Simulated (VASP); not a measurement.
Wanted: the native input for a VASP 6.6.1 run.

```yaml
Task: single point
Functional: r2SCAN
Potentials_or_basis: VASP PAW PBE potentials, release 64 (Cu)
Cutoff: 520 eV
k_mesh: 38 × 38 × 38
Occupations: gaussian, width 0.1 eV
Spin: no spin polarisation
Dipole_correction: no
Further_INCAR_settings: ALGO = Normal; EDIFF = 1e-07; NBANDS = 12
```

Cu:

```
CELL_PARAMETERS angstrom
0.00000 1.78815 1.78815
1.78815 0.00000 1.78815
1.78815 1.78815 0.00000
ATOMIC_POSITIONS crystal
Cu 0.00000 0.00000 0.00000
```

These files were run (other wordings do the same):

POSCAR

```
Cu
1.0
    0.0000000000      1.7881520468      1.7881520468
    1.7881520468      0.0000000000      1.7881520468
    1.7881520468      1.7881520468      0.0000000000
Cu
1
Direct
    0.0000000000      0.0000000000      0.0000000000
```

INCAR.step1

```
PREC = Accurate ; ENCUT = 520
ISMEAR = 0 ; SIGMA = 0.1
LREAL = False ; LASPH = True
NELM = 100 ; NBANDS = 12
GGA = PE ; ALGO = Normal
EDIFF = 1E-4 ; LWAVE = True
LCHARG = False
```

INCAR.step2

```
PREC = Accurate ; ENCUT = 520
EDIFF = 1E-7 ; ISMEAR = 0
SIGMA = 0.1 ; LREAL = False
LASPH = True ; NELM = 100
ALGO = Normal ; ISIF = 2
LWAVE = False ; LCHARG = True
METAGGA = R2SCAN ; LMIXTAU = True
LELF = True ; LVHAR = True
NBANDS = 12 ; ISTART = 1
```

KPOINTS

```
Automatic mesh
0
Gamma
  38 38 38
```

Potentials or basis: VASP PAW PBE potentials, release 64 (Cu).

Run with:

```console
$ cat potpaw_PBE.64/Cu/POTCAR > POTCAR
$ cp INCAR.step1 INCAR
$ mpirun -np 1 vasp_std > vasp.out
$ cp INCAR.step2 INCAR
$ mpirun -np 1 vasp_std > vasp.out
```

Results of the run:

- Pressure: 0.6 GPa
- Band gap on the k mesh: zero (an odd number of electrons rules out a gap without spin polarisation)

Caveat: the PAW data sets were made with another functional, which shifts forces and pressure a little.

Wall time 12 min on 1 thread of AMD EPYC 7R13 Processor (Zen 3), with other jobs on the host, peak memory 0.27 GiB.
